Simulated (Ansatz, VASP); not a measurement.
Fe in VASP and in Ansatz

```
Fe
1.0
     0.00000    1.82389    1.82389
     1.82389    0.00000    1.82389
     1.82389    1.82389    0.00000
Fe
1
Cartesian
  0.0000 0.0000 0.0000
```

Alike in both runs: functional r2SCAN; k mesh 16 × 16 × 16; collinear spin.

Ansatz relaxed the structure, and its values are those at the end. VASP's run is a single point on that final structure, the one shown.

```csv
,VASP,Ansatz
version,VASP 6.6.1,Ansatz 0.2.0
potentials or method,"VASP PAW PBE potentials, release 64 (Fe)","PAW with Ansatz's default frozen-core files, scalar-relativistic"
plane-wave cutoff (eV),520,500
occupations,"methfessel-paxton of order 1, width 0.025 eV","cold, width 0.025 eV"
valence electrons in the cell,8,16
```

|  | VASP | Ansatz | Ansatz less VASP |
| --- | --- | --- | --- |
| gap on the k mesh at the Fermi level (eV) | none | none | - |
| pressure (GPa) | -0.8 | 0.0 | +0.81 |
| net moment per atom (μB) | 2.79 | 2.81 | +0.024 |
| size of the moment on the site where the two differ most (μB) | 2.84 | 2.93 | +0.087 |

VASP's potentials were made for PBE, not for r2SCAN. Site moments also hang on the region over which each program counts them. A gap of «none» marks a metal or a gap that the smearing closes. VASP's potentials hold 8 valence electrons a cell and Ansatz's 16, so a difference there can come from the potentials and not from the codes.
